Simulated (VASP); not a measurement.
KAl3O, 5 atoms in the cell. The structure is orthorhombic, space group Cmmm (No. 65). The conventional cell has a = 4.518 Å, b = 9.199 Å, c = 5.220 Å, α = 90.00°, β = 90.00°, γ = 90.00°. Within 2.7 Å of K (site symmetry mmm) lie 4 Al at 2.07 to 2.26 Å. Within 2.7 Å of Al (site symmetry m2m) lie 1 K at 2.07 Å and 3 Al at 2.31 to 2.53 Å. Within 3.0 Å of Al (site symmetry mmm) lie 2 K at 2.26 Å and 2 Al at 2.53 Å and 2 O at 2.61 Å. Within 3.4 Å of O (site symmetry mmm) lie 2 Al at 2.61 Å. 

- Program: VASP 6.6.1
- Task: single point
- Functional: PBE
- Potentials or basis: VASP PAW PBE potentials, release 64 (K_sv, Al, O)
- Cutoff: 520 eV
- k mesh: 4 × 4 × 4
- Occupations: gaussian, width 0.1 eV
- Spin: no spin polarisation
- Dipole correction: no
- Further INCAR settings: ALGO = Normal; EDIFF = 1e-07; NBANDS = 20

Potentials or basis: VASP PAW PBE potentials, release 64 (K_sv, Al, O).

The run is started by

```console
$ cat potpaw_PBE.64/K_sv/POTCAR potpaw_PBE.64/Al/POTCAR potpaw_PBE.64/O/POTCAR > POTCAR
$ mpirun -np 1 vasp_std > vasp.out
```

Hardware: 1 thread of Intel(R) Xeon(R) 6975P-C (Granite Rapids), on a shared host.

Task: How long does it take, and how much memory?

Result: Wall time 38 s on 1 thread of Intel(R) Xeon(R) 6975P-C (Granite Rapids), on a shared host, peak memory 0.25 GiB. Counts: scf iterations 18, k points 21.
